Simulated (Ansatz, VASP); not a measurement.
**AlN in VASP and in Ansatz**

Contents of POSCAR:

```
AlN
1.0
    0.0000000000      2.2176741356      2.1193536074
    2.2176741356      0.0000000000      2.1193536074
    2.2176741356      2.2176741356      0.0000000000
Al N
1 1
Direct
    0.0000000000      0.0000000000      0.0000000000
    0.7500000000      0.7500000000      0.7500000000
```

Contents of INCAR.step1:

```
ALGO = Normal ; EDIFF = 1E-4
ENCUT = 520 ; GGA = PE
ISMEAR = 0 ; LASPH = T
LCHARG = F ; LREAL = F
LWAVE = T ; NBANDS = 11
NELM = 60 ; PREC = Accurate
SIGMA = 0.05
```

File INCAR.step2:

```
ALGO = Normal ; EDIFF = 1E-7
ENCUT = 520 ; ISIF = 2
ISMEAR = 0 ; ISTART = 1
LASPH = T ; LCHARG = F
LMIXTAU = T ; LREAL = F
LWAVE = F ; METAGGA = R2SCAN
NBANDS = 11 ; NELM = 60
PREC = Accurate ; SIGMA = 0.05
```

KPOINTS

```
k-points
0
Gamma
  10 10 10
```

Input for Ansatz:

```yaml
crystal:
  lattice:
    - [0.0, 2.2176741356, 2.1193536074]
    - [2.2176741356, 0.0, 2.1193536074]
    - [2.2176741356, 2.2176741356, 0.0]
  atoms:
    - { symbol: Al, position: [0.0, 0.0, 0.0] }
    - { symbol: "N", position: [0.75, 0.75, 0.75] }
basis:
  ecutwfc: 500
kpoints:
  mp_grid: { grid: [10, 10, 10] }
hamiltonian:
  xc: r2scan
scf:
  occupations: { method: gaussian, width: 0.05 }
output:
  forces: true
  stress: true
  eigenvalues: true
```

Change from the starting cell: strain +0.015 along x and y, -0.030 along z, atoms carried along.

Alike in both runs: task single point; functional r2SCAN; k mesh 10 × 10 × 10; occupations gaussian, width 0.05 eV; no spin polarisation.

|  | VASP | Ansatz |
| --- | --- | --- |
| version | VASP 6.6.1 | Ansatz 0.2.0 |
| potentials or method | VASP PAW PBE potentials, release 64 (Al, N), cutoff 520 eV | scalar-relativistic, plane waves, PAW |
| valence electrons in the cell | 8 | 8 |

```tsv
	VASP	Ansatz	Ansatz less VASP
gap on the k mesh at the Fermi level (eV)	3.69	3.70	+0.008
least direct gap on the mesh (eV)	4.76	4.72	-0.039
pressure (GPa)	-0.4	0.0	+0.39
traceless stress, the component that is largest in VASP (GPa)	3.84	3.83	-0.007
```

VASP's potentials were made for PBE, not for r2SCAN. The functional is the same, so the differences come from potentials, cutoffs and numerics.
